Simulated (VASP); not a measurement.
Crystal: Co3F.

```
Co F
1.0
     3.41366    0.00000    0.00000
     0.00000    3.41366    0.00000
     0.00000    0.00000    3.41366
Co F
3 1
Direct
  0.00000 0.50000 0.50000
  0.50000 0.00000 0.50000
  0.50000 0.50000 0.00000
  0.00000 0.00000 0.00000
```

```yaml
Program: VASP 6.6.1
Task: relaxation of cell and atoms
Functional: PBE
Potentials_or_basis: VASP PAW PBE potentials, release 64 (Co, F)
Cutoff: 600 eV
k_mesh: 6 × 6 × 6
Occupations: gaussian, width 0.1 eV
Spin: collinear spin, ferromagnetic start
Starting_moments: "[2.22, 2.22, 2.22, 0.19] μB"
```

At the start: pressure 30.9 GPa; volume 9.94 Å³/atom.

Task: Where does the relaxation end?

Result: Over 3 steps the energy falls by 143.1 meV/atom and the volume is 11.69 Å³/atom (+17.5 %); space group Pm-3m (No. 221, to 0.1 Å) before and after; moment 6.25 μB per cell.

Step by step:
| step | energy change (eV) | largest force (eV/Å) | pressure (GPa) | volume (Å³) |
| --- | --- | --- | --- | --- |
| 1 | 0.0000 | 0.0000 | 30.88 | 39.78 |
| 2 | -0.3917 | 0.0000 | -10.43 | 51.87 |
| 3 | -0.5724 | 0.0000 | -0.03 | 46.76 |

Final structure:
```yaml
crystal:
  lattice:
    - [3.60260, 0.00000, 0.00000]
    - [0.00000, 3.60260, 0.00000]
    - [0.00000, 0.00000, 3.60260]
  atoms:
    - { symbol: Co, position: [0.00000, 0.50000, 0.50000] }
    - { symbol: Co, position: [0.50000, 0.00000, 0.50000] }
    - { symbol: Co, position: [0.50000, 0.50000, 0.00000] }
    - { symbol: F, position: [0.00000, 0.00000, 0.00000] }
```

Caveat: the volume moved by over 15 % at a fixed basis, so the end points are rough.
